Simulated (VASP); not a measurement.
The system is ZrO2.

```
Zr O
1.0
     0.00000    2.53500    2.53500
     2.53500    0.00000    2.53500
     2.53500    2.53500    0.00000
Zr O
1 2
Direct
  0.00000 0.00000 0.00000
  0.25000 0.25000 0.25000
  0.75000 0.75000 0.75000
```

* Program: VASP 6.6.1
* Task: relaxation of cell and atoms
* Functional: PBE
* Potentials or basis: VASP PAW PBE potentials, release 64 (Zr_sv, O)
* Cutoff: 600 eV
* k mesh: 8 × 8 × 8
* Occupations: gaussian, width 0.02 eV
* Spin: no spin polarisation

At the start: pressure 6.8 GPa; volume 10.86 Å³/atom.

Task: How do energy, volume and symmetry change on relaxing?

Result: Over 3 steps the energy falls by 6.3 meV/atom and the volume is 11.17 Å³/atom (+2.8 %); space group Fm-3m (No. 225, to 0.05 Å).

The path:
| step | energy change (eV) | largest force (eV/Å) | pressure (GPa) | volume (Å³) |
| --- | --- | --- | --- | --- |
| 1 | 0.0000 | 0.0000 | 6.82 | 32.58 |
| 2 | 0.0169 | 0.0000 | -8.40 | 34.81 |
| 3 | -0.0189 | 0.0000 | -0.06 | 33.50 |

Final structure:
```
Zr O
1.0
     0.00000    2.55857    2.55857
     2.55857    0.00000    2.55857
     2.55857    2.55857    0.00000
Zr O
1 2
Cartesian
  0.0000 0.0000 0.0000
  1.2793 1.2793 1.2793
  3.8379 3.8379 3.8379
```
